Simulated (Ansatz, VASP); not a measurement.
**Two plane-wave programs on LaF5**

Contents of INCAR:

```
SYSTEM = LaF5
ALGO = Normal
EDIFF = 1E-6
EDIFFG = -0.01
ENCUT = 600
GGA = PE
IBRION = 2
ISIF = 3
ISMEAR = 0
LASPH = .TRUE.
LCHARG = .FALSE.
LREAL = .FALSE.
LWAVE = .FALSE.
NELM = 80
NSW = 100
PREC = Accurate
SIGMA = 0.1
```

File KPOINTS:

```
k-points
0
G
  12 12 8
  0 0 0
```

File POSCAR:

```
LaF5
1.0
    4.9459157307      0.0000000000      0.0000000000
   -2.4729578653      4.2832886677      0.0000000000
    0.0000000000      0.0000000000      4.6860832694
La F
1 5
Direct
    0.3333333333      0.6666666667      0.5000000000
    0.8356749274      0.1643250726      0.5000000000
    0.8356749274      0.6713498548      0.5000000000
    0.3286501452      0.1643250726      0.5000000000
    0.3333333333      0.6666666667      0.0000000000
    0.6666666667      0.3333333333      0.0000000000
```

Input for Ansatz:

```yaml
crystal:
  lattice:
    - [4.9459157307, 0.0, 0.0]
    - [-2.4729578653, 4.2832886677, 0.0]
    - [0.0, 0.0, 4.6860832694]
  atoms:
    - { symbol: La, position: [0.3333333333, 0.6666666667, 0.5] }
    - { symbol: F, position: [0.8356749274, 0.1643250726, 0.5] }
    - { symbol: F, position: [0.8356749274, 0.6713498548, 0.5] }
    - { symbol: F, position: [0.3286501452, 0.1643250726, 0.5] }
    - { symbol: F, position: [0.3333333333, 0.6666666667, 0.0] }
    - { symbol: F, position: [0.6666666667, 0.3333333333, 0.0] }
basis:
  ecutwfc: 420
kpoints:
  mp_grid: { grid: [12, 12, 8] }
hamiltonian:
  xc: pbe
scf:
  occupations: { method: gaussian, width: 0.1 }
output:
  forces: true
  stress: true
  eigenvalues: true
relax:
  adjacent_minimum: "off"
  f_tol: 0.01
  max_steps: 80
  cell: { stress_tol: 0.05 }
```

Alike in both runs: task relaxation of cell and atoms; functional PBE; k mesh 12 × 12 × 8; occupations gaussian, width 0.1 eV; no spin polarisation.

|  | VASP | Ansatz |
| --- | --- | --- |
| version | VASP 6.6.1 | Ansatz 0.2.0 |
| potentials or method | VASP PAW PBE potentials, release 64 (La, F), cutoff 600 eV | scalar-relativistic, plane waves, PAW |
| valence electrons in the cell | 46 | 46 |

|  | VASP | Ansatz | Ansatz less VASP |
| --- | --- | --- | --- |
| gap on the k mesh at the Fermi level, each at its own relaxed structure (eV) | none | none | - |
| relaxed volume (Å³/atom) | 16.44 | 16.55 | +0.109 |
| relaxed cell length with the largest relative difference (Å) | 4.673 | 4.686 | +0.0126 |

A gap of «none» marks a metal or a gap that the smearing closes.

Spin-orbit coupling is off throughout.
